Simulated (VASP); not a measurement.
# Pt (Pm-3m) in VASP: single point with PBEsol

Aim: the single point of Pt with PBEsol.

Program: VASP 6.6.1. These are calculated values, not measurements. Logs are shortened: lines on timing, memory, paths and dates and some standing lists are left out, and cuts for length are marked.

## 1. The cell of the first run

Symmetry: Pm-3m, No. 221, cubic system. Conventional cell: a = 2.480 Å, b = 2.480 Å, c = 2.480 Å, α = 90.00°, β = 90.00°, γ = 90.00°. Within 3.3 Å of Pt (site symmetry m-3m) lie 6 Pt at 2.48 Å.

## 2. Single point, PBEsol

Input file INCAR:

```
SYSTEM = Pt
  PREC = Accurate
  ENCUT = 500
  EDIFF = 1E-6
  ISMEAR = -1
  SIGMA = 0.1
  LREAL = .False.
  LASPH = .True.
  NELM = 120
  ALGO = Normal
  ISIF = 2
  LWAVE = .False.
  LCHARG = .False.
  GGA = PS
  NBANDS = 11
  GGA_COMPAT = .False.
```

Input file KPOINTS:

```
Automatic mesh
0
Gamma
  15 15 15
  0 0 0
```

Input file POSCAR:

```
Pt
1.0
    2.4798040697      0.0000000000      0.0000000000
    0.0000000000      2.4798040697      0.0000000000
    0.0000000000      0.0000000000      2.4798040697
Pt
1
Direct
    0.0000000000      0.0000000000      0.0000000000
```

Potentials or basis: VASP PAW PBE potentials, release 64 (Pt).

The run is started by

```bash
> cat potpaw_PBE.64/Pt/POTCAR > POTCAR
> mpirun -np 1 vasp_std > vasp.out
```

OUTCAR:

```text
SYSTEM = Pt
   PREC = Accurate
   ENCUT = 500
   EDIFF = 1E-6
   ISMEAR = -1
   LREAL = .False.
   LASPH = .True.
   NELM = 120
   ISIF = 2
   GGA = PS

 ion  position               nearest neighbor table
   1  0.000  0.000  0.000-

  LATTYP: Found a simple cubic cell.
 ALAT       =     2.4798040697

  Lattice vectors:

 A1 = (   2.4798040697,   0.0000000000,   0.0000000000)
 A2 = (   0.0000000000,   2.4798040697,   0.0000000000)
 A3 = (   0.0000000000,   0.0000000000,   2.4798040697)

Analysis of symmetry for initial positions (statically):
=====================================================================
 Subroutine PRICEL returns:
 Original cell was already a primitive cell.

 Routine SETGRP: Setting up the symmetry group for a
 simple cubic supercell.

 Subroutine GETGRP returns: Found 48 space group operations
 (whereof 48 operations were pure point group operations)
 out of a pool of 48 trial point group operations.

The static configuration has the point symmetry O_h .

Analysis of symmetry for dynamics (positions and initial velocities):
=====================================================================
 Subroutine PRICEL returns:
 Original cell was already a primitive cell.

 Routine SETGRP: Setting up the symmetry group for a
 simple cubic supercell.

 Subroutine GETGRP returns: Found 48 space group operations
 (whereof 48 operations were pure point group operations)
 out of a pool of 48 trial point group operations.

The dynamic configuration has the point symmetry O_h .

 Subroutine INISYM returns: Found 48 space group operations
 (whereof 48 operations are pure point group operations),
 and found     1 'primitive' translations

----------------------------------------------------------------------------------------

                                     Primitive cell

  volume of cell :      15.2494

  direct lattice vectors                    reciprocal lattice vectors
     2.479804070  0.000000000  0.000000000     0.403257665  0.000000000  0.000000000
     0.000000000  2.479804070  0.000000000     0.000000000  0.403257665  0.000000000
     0.000000000  0.000000000  2.479804070     0.000000000  0.000000000  0.403257665

  length of vectors
     2.479804070  2.479804070  2.479804070     0.403257665  0.403257665  0.403257665

  position of ions in fractional coordinates (direct lattice)
     0.000000000  0.000000000  0.000000000

  ion indices of the primitive-cell ions
   primitive index   ion index
                 1           1

----------------------------------------------------------------------------------------

 KPOINTS: Automatic mesh

Automatic generation of k-mesh.
 Grid dimensions read from file:
 generate k-points for:   15   15   15

 Generating k-lattice:

  Cartesian coordinates                     Fractional coordinates (reciprocal lattice)
     0.026883844  0.000000000  0.000000000     0.066666667  0.000000000  0.000000000
     0.000000000  0.026883844  0.000000000     0.000000000  0.066666667  0.000000000
     0.000000000  0.000000000  0.026883844     0.000000000  0.000000000  0.066666667

  Length of vectors
     0.026883844  0.026883844  0.026883844

  Shift w.r.t. Gamma in fractional coordinates (k-lattice)
     0.000000000  0.000000000  0.000000000

 Subroutine IBZKPT returns following result:
 ===========================================

 Found    120 irreducible k-points:

 Following reciprocal coordinates:
            Coordinates               Weight
  0.000000  0.000000  0.000000      1.000000
  0.066667  0.000000  0.000000      6.000000
  0.133333  0.000000  0.000000      6.000000
  0.200000  0.000000  0.000000      6.000000
  0.266667  0.000000  0.000000      6.000000
  0.333333  0.000000  0.000000      6.000000
[... 16 lines left out ...]
  0.266667  0.200000  0.000000     24.000000
  0.333333  0.200000  0.000000     24.000000
 [... further k-points ...]
   k-points           NKPTS =    120   k-points in BZ     NKDIM =    120   number of bands    NBANDS=     11
   number of dos      NEDOS =    301   number of ions     NIONS =      1
   total plane-waves  NPLWV =   5832
   dimension x,y,z NGX =    18 NGY =   18 NGZ =   18
   dimension x,y,z NGXF=    36 NGYF=   36 NGZF=   36
   ions per type =               1
   NGX,Y,Z   is equivalent  to a cutoff of  12.07, 12.07, 12.07 a.u.
   NGXF,Y,Z  is equivalent  to a cutoff of  24.13, 24.13, 24.13 a.u.
 SYSTEM =  Pt
   PREC   = accura    normal or accurate (medium, high low for compatibility)
   ISTART =      0    job   : 0-new  1-cont  2-samecut
   ICHARG =      2    charge: 1-file 2-atom 10-const
   ISPIN  =      1    spin polarized calculation?
   LNONCOLLINEAR =      F non collinear calculations
   LSORBIT =      F    spin-orbit coupling
   LASPH  =      T    aspherical Exc in radial PAW
   ENCUT  =  500.0 eV  36.75 Ry    6.06 a.u.   4.52  4.52  4.52*2*pi/ulx,y,z
   NELM   =    120;   NELMIN=  2; NELMDL= -5     # of ELM steps
   EDIFF  = 0.1E-05   stopping-criterion for ELM
   LREAL  =      F    real-space projection
   EDIFFG = 0.1E-04   stopping-criterion for IOM
   NSW    =      0    number of steps for IOM
   IBRION =     -1    ionic relax: 0-MD 1-quasi-New 2-CG
   NFREE  =      0    steps in history (QN), initial steepest desc. (CG)
   ISIF   =      2    stress and relaxation
   ISYM   =      2    0-nonsym 1-usesym 2-fastsym
   POTIM  = 0.5000    time-step for ionic-motion
   TEBEG  =    0.0;   TEEND  =   0.0 temperature during run
   PSTRESS=    0.0 pullay stress
   NELECT =      10.0000    total number of electrons
   NUPDOWN=      -1.0000    fix difference up-down
   EMIN   =  10.00;   EMAX   =-10.00  energy-range for DOS
   EFERMI =   0.00;   METHOD = LEGACY
   ISMEAR =    -1;   SIGMA  =   0.10  broadening in eV -4-tet -1-fermi 0-gaus
   EFERMI_NEDOS =   21; number of points for ismear=-14 and -15
   IALGO  =     38    algorithm
   IMIX   =      4    mixing-type and parameters
     AMIX     =   0.40;   BMIX     =  1.00
     AMIX_MAG =   1.60;   BMIX_MAG =  1.00
  volume/ion in A,a.u.               =      15.25       102.91
  Fermi-wavevector in a.u.,A,eV,Ry     =   1.422299  2.687755 27.523680  2.022933
  Thomas-Fermi vector in A             =   2.543017
   LORBIT       =      0    0 simple, 1 ext, 2 COOP (PROOUT), +10 PAW based schemes
   GGA     = PS    functional components
   LHFCALC =     F    Hartree Fock is set to
   AEXX    =    0.0000 exact exchange contribution
   IVDW    =     0    specifies the selected vdW correction
   LEPSILON=     F    determine dielectric tensor
   LRPA    =     F    only Hartree local field effects (RPA)
 non-spin polarized calculation
  energy-cutoff  :      500.00
  volume of cell :       15.25
 maximum number of plane-waves:       400
 NGX is ok and might be reduce to    18
   NGX =  9   NGY =  9   NGZ =  9

 number of electron      10.0000000 magnetization

 number of electron       9.9999999 magnetization

 Free energy of the ion-electron system (eV)
  ---------------------------------------------------
  ext. energy  EPLUGINS =         0.00000000
  ---------------------------------------------------
  free energy    TOTEN  =        -6.23465407 eV

  energy without entropy =       -6.20214531  energy(sigma->0) =       -6.21839969

 E-fermi :  10.9243     XC(G=0): -13.4182

 val. band max:       10.8796252382   @ k =   0.2667   0.1333   0.0667
 cond. band min:      10.9312902540   @ k =   0.4000   0.2000   0.0000
 fundamental gap:      0.0516650158
 Fermi energy:        10.9243116189

 k-point     1 :       0.0000    0.0000    0.0000
  band No.  band energies     occupation
      1       0.8254      2.00000
      2       3.7281      2.00000
      3       3.7281      2.00000
      4      11.4231      0.01354
      5      11.4231      0.01354
      6      11.4232      0.01354
      7      26.9922      0.00000
      8      26.9922      0.00000
      9      26.9922      0.00000
     10      33.6099      0.00000
     11      36.5010      0.00000

 k-point     2 :       0.0667    0.0000    0.0000
  band No.  band energies     occupation
      1       0.9732      2.00000
      2       3.7581      2.00000
      3       3.8729      2.00000
      4      11.2642      0.06465
      5      11.2642      0.06465
      6      11.4353      0.01201
      7      26.0519      0.00000
      8      27.2686      0.00000
      9      27.2686      0.00000
     10      34.2438      0.00000
     11      35.2373      0.00000

 k-point     3 :       0.1333    0.0000    0.0000
  band No.  band energies     occupation
      1       1.3782      2.00000
      2       3.8439      2.00000
      3       4.3220      2.00000
      4      10.8388      1.40332
      5      10.8388      1.40331
      6      11.4697      0.00853
      7      24.1330      0.00000
      8      28.0346      0.00000
      9      28.0346      0.00000
     10      33.2827      0.00000
     11      34.8774      0.00000

 k-point     4 :       0.2000    0.0000    0.0000
  band No.  band energies     occupation
      1       1.9395      2.00000
      2       3.9732      2.00000
      3       5.1032      2.00000
      4      10.2656      1.99725
      5      10.2656      1.99725
      6      11.5208      0.00512
      7      22.0782      0.00000
      8      29.1388      0.00000
      9      29.1388      0.00000
     10      31.4523      0.00000
     11      34.9700      0.00000
[... 239 lines left out ...]
 k-point    22 :       0.2000    0.2000    0.0000
  band No.  band energies     occupation
      1       3.0047      2.00000
      2       4.8964      2.00000
      3       5.7367      2.00000
      4       9.0772      2.00000
      5      10.2813      1.99678
      6      10.5338      1.96053
      7      23.7518      0.00000
      8      23.8692      0.00000
      9      31.4189      0.00000
     10      31.5655      0.00000
     11      37.8904      0.00000

 k-point    23 :       0.2667    0.2000    0.0000
  band No.  band energies     occupation
      1       3.4952      2.00000
      2       5.2036      2.00000
      3       6.4922      2.00000
      4       8.7862      2.00000
      5       9.8048      1.99997
      6      10.5155      1.96701
      7      21.7425      0.00000
      8      24.8157      0.00000
      9      30.8270      0.00000
     10      32.7708      0.00000
     11      37.6977      0.00000

 k-point    24 :       0.3333    0.2000    0.0000
  band No.  band energies     occupation
      1       3.9205      2.00000
      2       5.4080      2.00000
      3       6.7853      2.00000
      4       9.3089      2.00000
      5       9.4652      2.00000
      6      10.5838      1.93575
      7      19.8340      0.00000
      8      25.8547      0.00000
      9      29.9812      0.00000
     10      34.1456      0.00000
     11      35.1274      0.00000

 [... further k-points ...]
[... 5 lines left out ...]
  --------------------------------------------------------------------------------------
  -------------------------------------------------------------------------------------
  Total        3.6467198      3.6467198      3.6467198     -0.0000000      0.0000000     -0.0000000
  in kB      383.1429758    383.1429758    383.1429758     -0.0000000      0.0000000     -0.0000000
  external PRESSURE =     383.1429758 kB  Pullay stress =       0.0000000 kB

 VOLUME and BASIS-vectors are now :
 -----------------------------------------------------------------------------
  energy-cutoff  :      500.00
  volume of cell :       15.25
      direct lattice vectors                 reciprocal lattice vectors
     2.479804070  0.000000000  0.000000000     0.403257665  0.000000000  0.000000000
     0.000000000  2.479804070  0.000000000     0.000000000  0.403257665  0.000000000
     0.000000000  0.000000000  2.479804070     0.000000000  0.000000000  0.403257665

 POSITION                                       TOTAL-FORCE (eV/Angst)
 -----------------------------------------------------------------------------------
      0.00000      0.00000      0.00000         0.000000      0.000000      0.000000
 -----------------------------------------------------------------------------------
    total drift:                                0.000000      0.000000     -0.000000

  FREE ENERGIE OF THE ION-ELECTRON SYSTEM (eV)
  ---------------------------------------------------
  free  energy   TOTEN  =        -6.2346540657 eV

  energy  without entropy=       -6.2021453130  energy(sigma->0) =       -6.21839969
```

It took 10 s on 1 thread of AMD EPYC 9R14, shared host; peak memory 0.1 GiB.

What came out:

- Free energy: -6.2347 eV
- Pressure: 38.3 GPa
- Band gap on the k mesh: zero (band 5 reaches 13.48 eV, above the bottom of band 6 at 9.52 eV)

Caveat: the PAW data sets were made with another functional, which shifts forces and pressure a little; spin-orbit coupling is left out, which moves the levels of the heavy elements.
